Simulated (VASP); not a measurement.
# BP in VASP: notebook

BP is run at these levels: PBEsol; tasks: single point.

Program: VASP 6.6.1. These are calculated values, not measurements. Logs are shortened: lines on timing, memory, paths and dates and some standing lists are left out, and cuts for length are marked.

### 1 The cell of the first run

It takes space group F-43m (No. 216, cubic). Conventional cell: a = 4.520 Å, b = 4.520 Å, c = 4.520 Å, α = 90.00°, β = 90.00°, γ = 90.00°. Within 2.6 Å of B (site symmetry -43m) lie 4 P at 1.96 Å. Within 2.6 Å of P (site symmetry -43m) lie 4 B at 1.96 Å.

### 2 Single point, PBEsol

The input, INCAR:

```
PREC = Accurate
ENCUT = 520
EDIFF = 1E-7
ISMEAR = 0
SIGMA = 0.01
LREAL = F
LASPH = T
NELM = 60
ALGO = Normal
ISIF = 2
LWAVE = F
LCHARG = F
GGA = PS
NBANDS = 11
```

The input, KPOINTS:

```
Automatic mesh
0
Gamma
  8 8 8
```

The input, POSCAR:

```
BP
1.0
    2.2600718497      2.2600718497      0.0000000000
   -2.2600718497      2.2600718497      0.0000000000
    0.0000000000      2.2600718497      2.2600718497
B P
1 1
Direct
    0.0000000000      0.0000000000      0.0000000000
    0.7500000000      0.2500000000      0.5000000000
```

Potentials or basis: VASP PAW PBE potentials, release 64 (B, P).

Run with:

```sh
$ cat potpaw_PBE.64/B/POTCAR potpaw_PBE.64/P/POTCAR > POTCAR
$ mpirun -np 1 vasp_std > vasp.out
```

OUTCAR:

```text
PREC = Accurate
   ENCUT = 520
   EDIFF = 1E-7
   ISMEAR = 0
   LREAL = F
   LASPH = T
   NELM = 60
   ISIF = 2
   GGA = PS

 ion  position               nearest neighbor table
   1  0.000  0.000  0.000-   2 1.96   2 1.96   2 1.96   2 1.96
   2  0.750  0.250  0.500-   1 1.96   1 1.96   1 1.96   1 1.96

  LATTYP: Found a face centered cubic cell.
 ALAT       =     4.5201436994

  Lattice vectors:

 A1 = (   0.0000000000,   2.2600718497,   2.2600718497)
 A2 = (   2.2600718497,   0.0000000000,   2.2600718497)
 A3 = (   2.2600718497,   2.2600718497,   0.0000000000)

Analysis of symmetry for initial positions (statically):
=====================================================================
 Subroutine PRICEL returns:
 Original cell was already a primitive cell.

 Routine SETGRP: Setting up the symmetry group for a
 face centered cubic supercell.

 Subroutine GETGRP returns: Found 24 space group operations
 (whereof 24 operations were pure point group operations)
 out of a pool of 48 trial point group operations.

The static configuration has the point symmetry T_d .

Analysis of symmetry for dynamics (positions and initial velocities):
=====================================================================
 Subroutine PRICEL returns:
 Original cell was already a primitive cell.

 Routine SETGRP: Setting up the symmetry group for a
 face centered cubic supercell.

 Subroutine GETGRP returns: Found 24 space group operations
 (whereof 24 operations were pure point group operations)
 out of a pool of 48 trial point group operations.

The dynamic configuration has the point symmetry T_d .

 Subroutine INISYM returns: Found 24 space group operations
 (whereof 24 operations are pure point group operations),
 and found     1 'primitive' translations

----------------------------------------------------------------------------------------

                                     Primitive cell

  volume of cell :      23.0886

  direct lattice vectors                    reciprocal lattice vectors
     2.260071850  2.260071850  0.000000000     0.221231905  0.221231905 -0.221231905
    -2.260071850  2.260071850  0.000000000    -0.221231905  0.221231905 -0.221231905
     0.000000000  2.260071850  2.260071850     0.000000000  0.000000000  0.442463809

  length of vectors
     3.196224262  3.196224262  3.196224262     0.383184899  0.383184899  0.442463809

  position of ions in fractional coordinates (direct lattice)
     0.000000000  0.000000000  0.000000000
     0.750000000  0.250000000  0.500000000

  ion indices of the primitive-cell ions
   primitive index   ion index
                 1           1
                 2           2

----------------------------------------------------------------------------------------

 KPOINTS: Automatic mesh

Automatic generation of k-mesh.
 Grid dimensions read from file:
 generate k-points for:    8    8    8

 Generating k-lattice:

  Cartesian coordinates                     Fractional coordinates (reciprocal lattice)
     0.027653988  0.027653988 -0.027653988     0.125000000  0.000000000  0.000000000
    -0.027653988  0.027653988 -0.027653988     0.000000000  0.125000000  0.000000000
     0.000000000  0.000000000  0.055307976     0.000000000  0.000000000  0.125000000

  Length of vectors
     0.047898112  0.047898112  0.055307976

  Shift w.r.t. Gamma in fractional coordinates (k-lattice)
     0.000000000  0.000000000  0.000000000

 Subroutine IBZKPT returns following result:
 ===========================================

 Found     29 irreducible k-points:

 Following reciprocal coordinates:
            Coordinates               Weight
  0.000000  0.000000  0.000000      1.000000
  0.125000  0.000000  0.000000      8.000000
  0.250000  0.000000  0.000000      8.000000
  0.375000  0.000000  0.000000      8.000000
  0.500000  0.000000  0.000000      4.000000
  0.125000  0.125000  0.000000     12.000000
[... 16 lines left out ...]
  0.375000  0.250000  0.125000     48.000000
  0.500000  0.250000  0.125000     24.000000
 [... further k-points ...]
   k-points           NKPTS =     29   k-points in BZ     NKDIM =     29   number of bands    NBANDS=     11
   number of dos      NEDOS =    301   number of ions     NIONS =      2
   total plane-waves  NPLWV =  13824
   dimension x,y,z NGX =    24 NGY =   24 NGZ =   24
   dimension x,y,z NGXF=    48 NGYF=   48 NGZF=   48
   ions per type =               1   1
   NGX,Y,Z   is equivalent  to a cutoff of  12.48, 12.48, 12.48 a.u.
   NGXF,Y,Z  is equivalent  to a cutoff of  24.97, 24.97, 24.97 a.u.
 SYSTEM =  unknown system
   PREC   = accura    normal or accurate (medium, high low for compatibility)
   ISTART =      0    job   : 0-new  1-cont  2-samecut
   ICHARG =      2    charge: 1-file 2-atom 10-const
   ISPIN  =      1    spin polarized calculation?
   LNONCOLLINEAR =      F non collinear calculations
   LSORBIT =      F    spin-orbit coupling
   LASPH  =      T    aspherical Exc in radial PAW
   ENCUT  =  520.0 eV  38.22 Ry    6.18 a.u.   5.94  5.94  5.94*2*pi/ulx,y,z
   NELM   =     60;   NELMIN=  2; NELMDL= -5     # of ELM steps
   EDIFF  = 0.1E-06   stopping-criterion for ELM
   LREAL  =      F    real-space projection
   EDIFFG = 0.1E-05   stopping-criterion for IOM
   NSW    =      0    number of steps for IOM
   IBRION =     -1    ionic relax: 0-MD 1-quasi-New 2-CG
   NFREE  =      0    steps in history (QN), initial steepest desc. (CG)
   ISIF   =      2    stress and relaxation
   ISYM   =      2    0-nonsym 1-usesym 2-fastsym
   POTIM  = 0.5000    time-step for ionic-motion
   TEBEG  =    0.0;   TEEND  =   0.0 temperature during run
   PSTRESS=    0.0 pullay stress
   NELECT =       8.0000    total number of electrons
   NUPDOWN=      -1.0000    fix difference up-down
   EMIN   =  10.00;   EMAX   =-10.00  energy-range for DOS
   EFERMI =   0.00;   METHOD = LEGACY
   ISMEAR =     0;   SIGMA  =   0.01  broadening in eV -4-tet -1-fermi 0-gaus
   EFERMI_NEDOS =   21; number of points for ismear=-14 and -15
   IALGO  =     38    algorithm
   IMIX   =      4    mixing-type and parameters
     AMIX     =   0.40;   BMIX     =  1.00
     AMIX_MAG =   1.60;   BMIX_MAG =  1.00
  volume/ion in A,a.u.               =      11.54        77.90
  Fermi-wavevector in a.u.,A,eV,Ry     =   1.149845  2.172892 17.988850  1.322143
  Thomas-Fermi vector in A             =   2.286512
   LORBIT       =      0    0 simple, 1 ext, 2 COOP (PROOUT), +10 PAW based schemes
   GGA     = PS    functional components
   LHFCALC =     F    Hartree Fock is set to
   AEXX    =    0.0000 exact exchange contribution
   IVDW    =     0    specifies the selected vdW correction
   LEPSILON=     F    determine dielectric tensor
   LRPA    =     F    only Hartree local field effects (RPA)
 non-spin polarized calculation
 Gauss-broadening in eV      SIGMA  =   0.01
  energy-cutoff  :      520.00
  volume of cell :       23.09
 maximum number of plane-waves:       636
   NGX = 11   NGY = 11   NGZ = 11

 number of electron       8.0000001 magnetization

 Free energy of the ion-electron system (eV)
  ---------------------------------------------------
  ext. energy  EPLUGINS =         0.00000000
  ---------------------------------------------------
  free energy    TOTEN  =       -13.67158240 eV

  energy without entropy =      -13.67158240  energy(sigma->0) =      -13.67158240

 E-fermi :   7.6558     XC(G=0): -11.0953

 val. band max:        7.5467984665   @ k =   0.0000   0.0000   0.0000
 cond. band min:       8.6958532027   @ k =  -0.3750   0.3750   0.0000
 fundamental gap:      1.1490547363
 Fermi energy:         7.6557651540

 k-point     1 :       0.0000    0.0000    0.0000
  band No.  band energies     occupation
      1      -8.0576      2.00000
      2       7.5468      2.00000
      3       7.5468      2.00000
      4       7.5468      2.00000
      5      10.9208      0.00000
      6      10.9208      0.00000
      7      10.9208      0.00000
      8      15.0692      0.00000
      9      18.8703      0.00000
     10      19.7026      0.00000
     11      19.7026      0.00000

 k-point     2 :       0.1250    0.0000    0.0000
  band No.  band energies     occupation
      1      -7.7729      2.00000
      2       5.6635      2.00000
      3       7.1092      2.00000
      4       7.1092      2.00000
      5      11.4701      0.00000
      6      11.5238      0.00000
      7      11.5238      0.00000
      8      15.8302      0.00000
      9      18.7420      0.00000
     10      18.7420      0.00000
     11      19.7278      0.00000

 k-point     3 :       0.2500    0.0000    0.0000
  band No.  band energies     occupation
      1      -6.9367      2.00000
      2       2.6321      2.00000
      3       6.4108      2.00000
      4       6.4108      2.00000
      5      11.5553      0.00000
      6      12.2916      0.00000
      7      12.2916      0.00000
      8      17.1738      0.00000
      9      18.4730      0.00000
     10      18.4730      0.00000
     11      20.4638      0.00000

 k-point     4 :       0.3750    0.0000    0.0000
  band No.  band energies     occupation
      1      -5.6513      2.00000
      2      -0.1345      2.00000
      3       5.9297      2.00000
      4       5.9297      2.00000
      5      11.4148      0.00000
      6      12.3218      0.00000
      7      12.3218      0.00000
      8      17.5902      0.00000
      9      20.1719      0.00000
     10      20.1719      0.00000
     11      21.3135      0.00000

 k-point     5 :       0.5000    0.0000    0.0000
  band No.  band energies     occupation
      1      -4.6619      2.00000
      2      -1.6355      2.00000
      3       5.7655      2.00000
      4       5.7655      2.00000
      5      11.3503      0.00000
      6      12.2038      0.00000
      7      12.2038      0.00000
      8      17.5151      0.00000
      9      22.2160      0.00000
     10      22.2160      0.00000
     11      22.2962      0.00000
[... 211 lines left out ...]
 k-point    21 :       0.5000    0.5000    0.0000
  band No.  band energies     occupation
      1      -3.1189      2.00000
      2      -1.1145      2.00000
      3       3.3577      2.00000
      4       3.3577      2.00000
      5       8.7492      0.00000
      6       9.0520      0.00000
      7      19.7535      0.00000
      8      19.7535      0.00000
      9      22.8199      0.00000
     10      24.3998      0.00000
     11      25.6110      0.00000

 k-point    22 :       0.2500    0.2500    0.1250
  band No.  band energies     occupation
      1      -6.2029      2.00000
      2       2.5769      2.00000
      3       3.6680      2.00000
      4       5.5358      2.00000
      5      10.9488      0.00000
      6      13.4922      0.00000
      7      13.7372      0.00000
      8      15.0955      0.00000
      9      19.1670      0.00000
     10      21.4378      0.00000
     11      23.1742      0.00000

 k-point    23 :       0.3750    0.2500    0.1250
  band No.  band energies     occupation
      1      -4.9485      2.00000
      2       0.3633      2.00000
      3       3.0231      2.00000
      4       4.7429      2.00000
      5      11.5767      0.00000
      6      12.9856      0.00000
      7      14.8544      0.00000
      8      15.9032      0.00000
      9      19.9739      0.00000
     10      20.9588      0.00000
     11      24.5845      0.00000

 k-point    24 :       0.5000    0.2500    0.1250
  band No.  band energies     occupation
      1      -3.9944      2.00000
      2      -1.0258      2.00000
      3       2.9508      2.00000
      4       4.3623      2.00000
      5      11.6463      0.00000
      6      12.7209      0.00000
      7      15.8973      0.00000
      8      17.3422      0.00000
      9      17.9584      0.00000
     10      21.9985      0.00000
     11      24.3054      0.00000

 [... further k-points ...]
[... 5 lines left out ...]
  --------------------------------------------------------------------------------------
  -------------------------------------------------------------------------------------
  Total        0.0175242      0.0175242      0.0175242      0.0000000      0.0000000      0.0000000
  in kB        1.2160504      1.2160504      1.2160504      0.0000000      0.0000000      0.0000000
  external PRESSURE =       1.2160504 kB  Pullay stress =       0.0000000 kB

 VOLUME and BASIS-vectors are now :
 -----------------------------------------------------------------------------
  energy-cutoff  :      520.00
  volume of cell :       23.09
      direct lattice vectors                 reciprocal lattice vectors
     2.260071850  2.260071850  0.000000000     0.221231905  0.221231905 -0.221231905
    -2.260071850  2.260071850  0.000000000    -0.221231905  0.221231905 -0.221231905
     0.000000000  2.260071850  2.260071850     0.000000000  0.000000000  0.442463809

 POSITION                                       TOTAL-FORCE (eV/Angst)
 -----------------------------------------------------------------------------------
      0.00000      0.00000      0.00000        -0.000000      0.000000      0.000000
      1.13004      3.39011      1.13004         0.000000     -0.000000     -0.000000
 -----------------------------------------------------------------------------------
    total drift:                                0.000000      0.000000     -0.000000

  FREE ENERGIE OF THE ION-ELECTRON SYSTEM (eV)
  ---------------------------------------------------
  free  energy   TOTEN  =       -13.6715823977 eV

  energy  without entropy=      -13.6715823977  energy(sigma->0) =      -13.67158240
```

Run time: 3.5 s. Hardware: 1 thread of Intel Xeon 6975P-C (Granite Rapids), shared host; peak memory 0.13 GiB.

What came out:

| Property | Result |
| --- | --- |
| Free energy | -13.6716 eV |
| Pressure | 0.1 GPa |
| Band gap on the k mesh | 1.15 eV, indirect (least direct gap 3.37 eV) |

Levels at points of the mesh, in eV from the valence-band top:
| k point | band 1 | band 2 | band 3 | band 4 | band 5 | band 6 | band 7 | band 8 | band 9 |
| --- | --- | --- | --- | --- | --- | --- | --- | --- | --- |
| (0.00, 0.00, 0.00) | -15.60 | 0.00 | 0.00 | 0.00 | 3.37 | 3.37 | 3.37 | 7.52 | 11.32 |
| (0.50, 0.00, 0.00) | -12.21 | -9.18 | -1.78 | -1.78 | 3.80 | 4.66 | 4.66 | 9.97 | 14.67 |
| (0.50, 0.50, 0.00) | -10.67 | -8.66 | -4.19 | -4.19 | 1.20 | 1.51 | 12.21 | 12.21 | 15.27 |

Caveat: the PAW data sets were made with another functional, which shifts forces and pressure a little.

(Continued in part 2 of 2.)
